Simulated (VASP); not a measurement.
Li2Se: single point with r2SCAN

Crystal: Li2Se.

```
Li Se
1.0
     3.05614    3.05614    0.00000
    -3.05614    3.05614    0.00000
     0.00000    3.05614    3.05614
Li Se
2 1
Direct
  0.25000 0.75000 0.50000
  0.75000 0.25000 0.50000
  0.00000 0.00000 0.00000
```

- Program: VASP 6.6.1
- Task: single point
- Functional: r2SCAN
- Potentials or basis: VASP PAW PBE potentials, release 64 (Li_sv, Se)
- Cutoff: 830 eV
- k mesh: 8 × 8 × 8
- Occupations: gaussian, width 0.01 eV
- Spin: no spin polarisation
- Dipole correction: no
- Further INCAR settings: ALGO = Normal; EDIFF = 1e-06; NBANDS = 13

The pressure is -2.2 GPa. The band gap on the k mesh is 3.49 eV (least direct gap 3.89 eV).

Levels at points of the mesh, in eV from the valence-band top:
```csv
k point,band 3,band 4,band 5,band 6,band 7,band 8,band 9,band 10
"(0.00, 0.00, 0.00)",-11.63,0.00,0.00,0.00,3.89,6.27,6.27,6.27
"(0.50, 0.00, 0.00)",-11.29,-2.71,-0.48,-0.48,5.71,6.56,6.56,8.36
"(0.50, 0.50, 0.00)",-11.19,-2.13,-1.33,-1.33,3.49,6.82,10.94,10.94
```

Run time: 97 s on 1 thread of Intel(R) Xeon(R) 6975P-C (Granite Rapids), with other jobs on the host, peak memory 0.3 GiB.

Caveat: the PAW data sets were made with another functional, which shifts forces and pressure a little. A k mesh can miss the band edges.
